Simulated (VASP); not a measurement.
# TaSi3: single point with PBE

TaSi3:

```
Ta Si
1.0
     3.92556    0.00000    0.00000
     0.00000    3.92556    0.00000
     0.00000    0.00000    3.92556
Ta Si
1 3
Direct
  0.00000 0.00000 0.00000
  0.00000 0.50000 0.50000
  0.50000 0.00000 0.50000
  0.50000 0.50000 0.00000
```

```yaml
Program: VASP 6.6.1
Task: single point
Functional: PBE
Potentials_or_basis: VASP PAW PBE potentials, release 64 (Ta_pv, Si)
Cutoff: 520 eV
k_mesh: 4 × 4 × 4
Occupations: gaussian, width 0.1 eV
Spin: no spin polarisation
```

The pressure is -3.7 GPa.

Levels at points of the mesh, in eV from the Fermi level:
| k point | band 8 | band 9 | band 10 | band 11 | band 12 | band 13 | band 14 | band 15 | band 16 | band 17 |
| --- | --- | --- | --- | --- | --- | --- | --- | --- | --- | --- |
| (0.00, 0.00, 0.00) | -4.50 | -4.50 | -0.92 | -0.92 | -0.92 | -0.63 | 2.18 | 2.18 | 2.18 | 2.25 |
| (0.50, 0.00, 0.00) | -4.43 | -3.57 | -1.36 | -1.36 | -0.49 | -0.48 | -0.29 | 2.26 | 2.32 | 2.32 |
| (0.50, 0.50, 0.00) | -3.55 | -3.55 | -1.30 | -1.26 | -0.01 | 0.64 | 0.65 | 0.65 | 3.32 | 4.67 |
| (0.50, 0.50, 0.50) | -5.41 | -5.41 | -5.41 | -1.65 | 0.98 | 0.98 | 2.91 | 2.91 | 2.91 | 7.31 |

Run time: 9.7 s on 1 thread of Intel(R) Xeon(R) Platinum 8259CL CPU @ 2.50GHz (Skylake/Cascade Lake) (shared host), peak memory 0.16 GiB.

Caveat: the k points lie up to 0.40 Å⁻¹ apart; spin-orbit coupling is left out, which moves the levels of the heavy elements.
